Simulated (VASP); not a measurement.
Here is a VASP 6.6.1 calculation.

File INCAR:

```
SYSTEM = GaC3
ALGO = Normal ; EDIFF = 1E-6
ENCUT = 600 ; GGA = PE
GGA_COMPAT = .FALSE. ; ISIF = 2
ISMEAR = 1 ; IVDW = 12
LASPH = .TRUE. ; LCHARG = .FALSE.
LREAL = .FALSE. ; LWAVE = .FALSE.
NBANDS = 20 ; NELM = 120
PREC = Accurate ; SIGMA = 0.1
```

Contents of KPOINTS:

```
k-points
0
G
  5 5 5
  0 0 0
```

File POSCAR:

```
GaC3
1.0
    3.3189480000      0.0000000000      0.0000000000
    0.0000000000      3.3189480000      0.0000000000
    0.0000000000      0.0000000000      3.3189480000
Ga C
1 3
Direct
    0.0000000000      0.0000000000      0.0000000000
    0.0000000000      0.5000000000      0.5000000000
    0.5000000000      0.0500000000      0.5000000000
    0.5000000000      0.5000000000      0.0000000000
```

Potentials or basis: VASP PAW PBE potentials, release 64 (Ga_d, C).

Run with:

```console
$ cat potpaw_PBE.64/Ga_d/POTCAR potpaw_PBE.64/C/POTCAR > POTCAR
$ mpirun -np 1 vasp_std > vasp.out
```

Q: Predict the pressure.

A: 3.4 GPa.

Q: What does it give for the largest force?

A: 1.868 eV/Å.

Q: Predict the dispersion energy per atom.

A: -0.214 eV.

Stress tensor (GPa, compression positive):
```
 5.83  0.00  0.00
 0.00 -1.59  0.00
 0.00  0.00  5.83
```

Caveat: the k points lie up to 0.38 Å⁻¹ apart; pairwise dispersion overbinds metals, which lowers pressure and volume; forces of over 1 eV/Å act on the atoms, so gaps and moduli don't describe the material at rest.
